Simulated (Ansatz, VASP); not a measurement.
This is a calculation of AlBN for VASP 6.6.1.

The input POSCAR:

```
AlBN
1.0
    2.6456200000      0.0000000000      0.0000000000
    0.0000000000      2.6456200000      0.0000000000
    0.0000000000      0.0000000000      5.4026400000
Al B N
1 1 1
Direct
    0.5000000000      0.5000000000      0.0000000000
    0.5000000000      0.5000000000      0.5000000000
    0.0000000000      0.0000000000      0.0000000000
```

File INCAR.step1:

```
SYSTEM = AlBN
ALGO     = Normal         ! electronic algorithm
EDIFF    = 1E-5           ! SCF threshold, eV
ENCUT    = 520            ! plane-wave cutoff, eV
GGA      = PE             ! functional
ISIF     = 2              ! what is computed and relaxed
ISMEAR   = -1             ! smearing method
LASPH    = .True.         ! aspherical terms in the spheres
LCHARG   = .False.        ! write CHGCAR
LREAL    = .False.        ! projectors in reciprocal space
LWAVE    = .True.         ! write WAVECAR
NBANDS   = 12             ! bands
NELM     = 60             ! most SCF steps
PREC     = Accurate       ! precision mode
SIGMA    = 0.05           ! smearing width, eV
```

File INCAR.step2:

```
SYSTEM = AlBN
AEXX     = 0.4            ! exact-exchange fraction
ALGO     = Normal         ! electronic algorithm
EDIFF    = 1E-6           ! SCF threshold, eV
ENCUT    = 520            ! plane-wave cutoff, eV
GGA      = PE             ! functional
HFSCREEN = 0.2            ! screening, 1/A
ISIF     = 2              ! what is computed and relaxed
ISMEAR   = -1             ! smearing method
ISTART   = 1            
LASPH    = .True.         ! aspherical terms in the spheres
LCHARG   = .False.        ! write CHGCAR
LHFCALC  = .True.         ! exact exchange
LREAL    = .False.        ! projectors in reciprocal space
LWAVE    = .False.        ! write WAVECAR
NBANDS   = 12             ! bands
NELM     = 60             ! most SCF steps
PREC     = Accurate       ! precision mode
PRECFOCK = Normal       
SIGMA    = 0.05           ! smearing width, eV
```

File KPOINTS:

```
k-points
0
Gamma
  5 5 3
  0 0 0
```

Potentials or basis: VASP PAW PBE potentials, release 64 (Al, B, N).

Run with:

```console
$ cat potpaw_PBE.64/Al/POTCAR potpaw_PBE.64/B/POTCAR potpaw_PBE.64/N/POTCAR > POTCAR
$ cp INCAR.step1 INCAR
$ mpirun -np 1 vasp_std > vasp.out
$ cp INCAR.step2 INCAR
$ mpirun -np 1 vasp_std > vasp.out
```

Translate it to Ansatz 0.2.0. Potentials there: Ansatz PAW.

As run (the cutoff follows the program's own potentials):

File input:

```
crystal:
  lattice:
    - [2.64562, 0.0, 0.0]
    - [0.0, 2.64562, 0.0]
    - [0.0, 0.0, 5.40264]
  atoms:
    - { symbol: Al, position: [0.5, 0.5, 0.0] }
    - { symbol: B, position: [0.5, 0.5, 0.5] }
    - { symbol: "N", position: [0.0, 0.0, 0.0] }
hamiltonian:
  xc: { exchange: pbe, correlation: pbe, exx: { coeff: 0.4, omega: 0.2 } }
  pseudopotentials: { kind: paw }
kpoints:
  mp_grid: { grid: [5, 5, 3] }
scf:
  occupations: { method: fermi_dirac, width: 0.05 }
output:
  forces: true
  stress: true
  eigenvalues: true
```

Both were run:

|  | VASP | Ansatz | Ansatz less VASP |
| --- | --- | --- | --- |
| gap on the k mesh at the Fermi level (eV) | none | none | - |
| pressure (GPa) | -4.5 | -4.5 | +0.08 |
| traceless stress, the component that is largest in VASP (GPa) | 9.82 | 9.84 | +0.021 |

VASP's potentials were made for PBE, not for PBE-based screened hybrid. A gap of «none» marks a metal or a gap that the smearing closes.

The k mesh is coarse, so the values compare programs but aren't converged.
